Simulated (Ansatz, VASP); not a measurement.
One calculation of BeS, two programs

```
Be S
1.0
     0.00000    2.42894    2.42894
     2.42894    0.00000    2.42894
     2.42894    2.42894    0.00000
Be S
1 1
Direct
  0.00000 0.00000 0.00000
  0.25000 0.25000 0.25000
```

Alike in both runs: functional r2SCAN; dispersion rVV10; k mesh 8 × 8 × 8; occupations gaussian, width 0.02 eV; no spin polarisation.

Ansatz relaxed the structure, and its values are those at the end. VASP's run is a single point on that final structure, the one shown.

|  | VASP | Ansatz |
| --- | --- | --- |
| version | VASP 6.6.1 | Ansatz 0.2.0 |
| potentials or method | VASP PAW PBE potentials, release 64 (Be, S), cutoff 660 eV | scalar-relativistic, plane waves, PAW |
| valence electrons in the cell | 8 | 8 |

|  | VASP | Ansatz | Ansatz less VASP |
| --- | --- | --- | --- |
| gap on the k mesh at the Fermi level (eV) | 3.53 | 3.52 | -0.008 |
| least direct gap on the mesh (eV) | 6.23 | 6.21 | -0.018 |
| pressure (GPa) | 0.4 | 0.0 | -0.37 |

VASP's potentials were made for PBE, not for r2SCAN.
